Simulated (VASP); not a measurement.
Crystal: Os.

```
Os
1.0
     2.65845    0.00000    0.00000
    -1.32922    2.30228    0.00000
     0.00000    0.00000    4.30668
Os
2
Direct
  0.33333 0.66667 0.25000
  0.66667 0.33333 0.75000
```

- Program: VASP 6.6.1
- Task: relaxation of cell and atoms
- Functional: PBE
- Potentials or basis: VASP PAW PBE potentials, release 64 (Os)
- Cutoff: 600 eV
- k mesh: 16 × 16 × 9
- Occupations: fermi-dirac, width 0.03 eV
- Spin: no spin polarisation

At the start: pressure 39.1 GPa; volume 13.18 Å³/atom.

Question: How do energy, volume and symmetry change on relaxing?

Answer: Over 11 steps the energy falls by 135.0 meV/atom and the volume is 14.27 Å³/atom (+8.3 %); space group P6_3/mmc (No. 194, to 0.05 Å).

Step by step:
```tsv
step	energy change (eV)	largest force (eV/Å)	pressure (GPa)	volume (Å³)
1	0.0000	0.0000	39.11	26.36
2	2.8727	0.0000	-57.66	40.58
3	-0.2550	0.0000	-6.88	29.04
4	-0.2637	0.0000	-1.68	28.65
5	-0.2639	0.0000	-0.87	28.59
6	-0.2589	0.0000	1.96	28.44
7	-0.2700	0.0000	0.16	28.53
8	-0.2700	0.0000	0.18	28.53
9	-0.2699	0.0000	-0.48	28.57
10	-0.2700	0.0000	0.03	28.54
11	-0.2700	0.0000	0.02	28.54
```

Final structure:
```xyz
2
Lattice="2.7533 0.0000 0.0000 -1.3766 2.3844 0.0000 0.0000 0.0000 4.3472" Properties=species:S:1:pos:R:3 pbc="T T T"
Os    0.0000    1.5896    1.0868
Os    1.3766    0.7948    3.2604
```
